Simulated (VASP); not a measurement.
Ta:

```
CELL_PARAMETERS angstrom
-1.65939 1.65939 1.65939
1.65939 -1.65939 1.65939
1.65939 1.65939 -1.65939
ATOMIC_POSITIONS crystal
Ta 0.00000 0.00000 0.00000
```

| Quantity | Value |
| --- | --- |
| Program | VASP 6.6.1 |
| Task | relaxation of cell and atoms |
| Functional | LDA |
| Potentials or basis | VASP PAW LDA potentials, release 64 (Ta_sv_GW) |
| Cutoff | 500 eV |
| k mesh | 18 × 18 × 18 |
| Occupations | gaussian, width 0.1 eV |
| Spin | no spin polarisation |

At the start: pressure -12.4 GPa; volume 18.28 Å³/atom.

Task: How do energy, volume and symmetry change on relaxing?

Result: Over 7 steps the energy falls by 44.4 meV/atom and the volume is 17.19 Å³/atom (-6.0 %); space group Im-3m (No. 229, to 0.1 Å) before and after.

The path:
```tsv
step	energy change (eV)	largest force (eV/Å)	pressure (GPa)	volume (Å³)
1	0.0000	0.0000	-12.36	18.28
2	0.2513	0.0000	44.46	14.80
3	-0.0442	0.0000	-0.80	17.25
4	-0.0444	0.0000	-0.11	17.20
5	-0.0444	0.0000	0.17	17.17
6	-0.0444	0.0000	-0.35	17.21
7	-0.0444	0.0000	0.00	17.19
```

Final structure:
```
Ta
1.0
    -1.62573    1.62573    1.62573
     1.62573   -1.62573    1.62573
     1.62573    1.62573   -1.62573
Ta
1
Cartesian
  0.0000 0.0000 0.0000
```
